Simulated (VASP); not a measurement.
Set up this calculation in VASP 6.6.1, as the native input.

```
Task                   : single point
Functional             : LDA
Potentials or basis    : VASP PAW LDA potentials, release 64 (Sn_d, O)
Cutoff                 : 520 eV
k mesh                 : 4 × 3 × 3
Occupations            : gaussian, width 0.01 eV
Spin                   : no spin polarisation
Dipole correction      : no
Further INCAR settings : ALGO = Normal; EDIFF = 1e-06; NBANDS = 28
```

The structure of SnO lies in POSCAR:

```
SnO
1.0
    3.3550050000      0.0000000000      0.0000000000
    0.0000000000      5.6741040000      0.0000000000
    0.0000000000      0.0000000000      4.2219700000
Sn O
2 2
Direct
    0.0003363374      0.2001646960      0.4977201338
    0.4917946046      0.7518933675     -0.0002834247
   -0.0022113573      0.8725165310      0.7266063613
    0.4960781802      0.0852888199      0.2290874116
```

The input as run:

INCAR

```
SYSTEM = SnO
PREC     = Accurate       ! precision mode
ENCUT    = 520            ! plane-wave cutoff, eV
EDIFF    = 1E-6           ! SCF threshold, eV
ISMEAR   = 0              ! smearing method
SIGMA    = 0.01           ! smearing width, eV
LREAL    = .FALSE.        ! projectors in reciprocal space
LASPH    = .TRUE.         ! aspherical terms in the spheres
NELM     = 80             ! most SCF steps
ALGO     = Normal         ! electronic algorithm
ISIF     = 2              ! what is computed and relaxed
LWAVE    = .FALSE.        ! write WAVECAR
LCHARG   = .FALSE.        ! write CHGCAR
GGA      = CA             ! functional
NBANDS   = 28             ! bands
```

KPOINTS

```
regular mesh
0
G
  4 3 3
  0 0 0
```

Potentials or basis: VASP PAW LDA potentials, release 64 (Sn_d, O).

The run is started by

```sh
$ cat potpaw_LDA.64/Sn_d/POTCAR potpaw_LDA.64/O/POTCAR > POTCAR
$ mpirun -np 1 vasp_std > vasp.out
```

It gave:

```yaml
Pressure: -2.4 GPa
Largest_force: 0.373 eV/Å
Band_gap_on_the_k_mesh: 1.70 eV, indirect (least direct gap 2.23 eV)
```

Caveat: the k points lie up to 0.50 Å⁻¹ apart; spin-orbit coupling is left out, which moves the levels of the heavy elements.

It took 24 s on 1 thread of Intel(R) Xeon(R) Platinum 8488C (Sapphire Rapids), on a shared host, peak memory 0.17 GiB.
